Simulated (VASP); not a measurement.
Set up this calculation in VASP 6.6.1, as the native input.

```
Task                               : single point
Functional                         : HSE06
Potentials or basis                : VASP PAW PBE potentials, release 64 (Si)
Cutoff                             : 520 eV
k mesh                             : 6 × 6 × 6
Occupations                        : gaussian, width 0.01 eV
Spin                               : no spin polarisation
Dipole correction                  : no
Grid for exact exchange (PRECFOCK) : Normal
Further INCAR settings             : ALGO = Normal; EDIFF = 1e-07; NBANDS = 11
Screening parameter                : 0.2079 1/Å
```

The system is Si.

```
Si
1.0
     0.00000    2.77656    2.77656
     2.77656    0.00000    2.77656
     2.77656    2.77656    0.00000
Si
2
Direct
  0.00000 0.00000 0.00000
  0.25000 0.25000 0.25000
```

This cell differs from its parent crystal: strain +2.0%.

The input as run:

POSCAR

```
Si
1.0
    0.0000000000      2.7765612738      2.7765612738
    2.7765612738      0.0000000000      2.7765612738
    2.7765612738      2.7765612738      0.0000000000
Si
2
Direct
    0.0000000000      0.0000000000      0.0000000000
    0.2500000000      0.2500000000      0.2500000000
```

INCAR.step1

```
  PREC = Accurate
  ENCUT = 520
  EDIFF = 1E-5
  ISMEAR = 0
  SIGMA = 0.01
  LREAL = F
  LASPH = T
  NELM = 80
  ALGO = Normal
  ISIF = 2
  LWAVE = T
  LCHARG = F
  GGA = PE
  NBANDS = 11
```

INCAR.step2

```
  PREC = Accurate
  ENCUT = 520
  EDIFF = 1E-7
  ISMEAR = 0
  SIGMA = 0.01
  LREAL = F
  LASPH = T
  NELM = 80
  ALGO = Normal
  ISIF = 2
  LWAVE = F
  LCHARG = F
  GGA = PE
  LHFCALC = T
  HFSCREEN = 0.2079
  PRECFOCK = Normal
  ISTART = 1
  NBANDS = 11
```

KPOINTS

```
Automatic mesh
0
Gamma
  6 6 6
```

Potentials or basis: VASP PAW PBE potentials, release 64 (Si).

Launch:

```sh
$ cat potpaw_PBE.64/Si/POTCAR > POTCAR
$ cp INCAR.step1 INCAR
$ mpirun -np 1 vasp_std > vasp.out
$ cp INCAR.step2 INCAR
$ mpirun -np 1 vasp_std > vasp.out
```

Results of the run:

The pressure is -5.6 GPa and the band gap on the k mesh is 1.40 eV, indirect (least direct gap 3.23 eV).

Caveat: the cell differs from its parent crystal (strain +2.0%); the PAW data sets were made with another functional, which shifts forces and pressure a little.

It took 17 min on 1 thread of Intel Xeon 6975P-C, on a shared host, peak memory 0.28 GiB.
